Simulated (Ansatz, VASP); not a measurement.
## Two plane-wave programs on BaTiO3

Contents of INCAR:

```
  ALGO = Normal
  EDIFF = 1E-6
  ENCUT = 520
  GGA = PE
  ISIF = 2
  ISMEAR = 0
  LASPH = True
  LCHARG = True
  LDAU = True
  LDAUJ = 0 0 0
  LDAUL = -1 2 -1
  LDAUPRINT = 1
  LDAUTYPE = 2
  LDAUU = 0 4 0
  LELF = True
  LMAXMIX = 4
  LREAL = False
  LVHAR = True
  LWAVE = False
  NBANDS = 28
  NELM = 150
  PREC = Accurate
  SIGMA = 0.05
```

Contents of KPOINTS:

```
k-points
0
Gamma
  6 6 6
```

File POSCAR:

```
BaTiO3
1.0
    3.8078084423      0.0000000000      0.0000000000
    0.0000000000      2.7296174090      2.7416225185
    0.0000000000     -2.7296174090      2.7416225185
Ba Ti O
1 1 3
Direct
    0.0000000000      0.0080771898      0.0080771898
    0.5000000000      0.5197092923      0.5197092923
    0.0000000000      0.4916268263      0.4916268263
    0.5000000000      0.4938075436      0.9829991481
    0.5000000000      0.9829991481      0.4938075436
```

Input for Ansatz:

```yaml
crystal:
  lattice:
    - [3.8078083599, 0.0, 0.0]
    - [0.0, 2.7296174453, 2.7416225925]
    - [0.0, -2.7296174453, 2.7416225925]
  atoms:
    - { symbol: Ba, position: [0.0, 0.0080772002, 0.0080772002] }
    - { symbol: Ti, position: [0.5, 0.5197092998, 0.5197092998] }
    - { symbol: O, position: [0.0, 0.4916268155, 0.4916268155] }
    - { symbol: O, position: [0.5, 0.4938075461, 0.9829991384] }
    - { symbol: O, position: [0.5, 0.9829991384, 0.4938075461] }
basis:
  ecutwfc: 420
kpoints:
  mp_grid: { grid: [6, 6, 6] }
hamiltonian:
  xc: pbe
  hubbard: { sites: [{ species: Ti, l: d, u_eff: 4.0 }] }
scf:
  occupations: { method: gaussian, width: 0.05 }
output:
  forces: true
  stress: true
  eigenvalues: true
```

Change from the starting cell: strain -0.050 along x and y, -0.050 along z, atoms carried along.

Alike in both runs: task single point; functional PBE; k mesh 6 × 6 × 6; occupations gaussian, width 0.05 eV; no spin polarisation; Hubbard terms Ti d U = 4.0 eV.

```csv
,VASP,Ansatz
version,VASP 6.6.1,Ansatz 0.2.0
potentials or method,"VASP PAW PBE potentials, release 64 (Ba_sv, Ti_sv, O), cutoff 520 eV","scalar-relativistic, plane waves, PAW"
valence electrons in the cell,40,40
```

Ansatz gave:

```
gap on the k mesh at the Fermi level (eV)                     : 2.94
least direct gap on the mesh (eV)                             : 3.18
pressure (GPa)                                                : 33.8
traceless stress, the component that is largest in VASP (GPa) : -0.91
rms of the force components (eV/Å)                            : 0.673
```

**Question.** Which values does VASP return?

**Answer.** gap on the k mesh at the Fermi level (eV): 2.88; least direct gap on the mesh (eV): 3.16; pressure (GPa): 39.7; traceless stress, the component that is largest in VASP (GPa): -1.08; rms of the force components (eV/Å): 0.947.

The programs project onto different local orbitals, so the same U acts differently, and such runs can settle in different states. Atom by atom the forces differ by 0.276 eV/Å (rms over components). The pressures are high and differ by over a tenth, so treat them with care.

Spin-orbit coupling is off throughout.
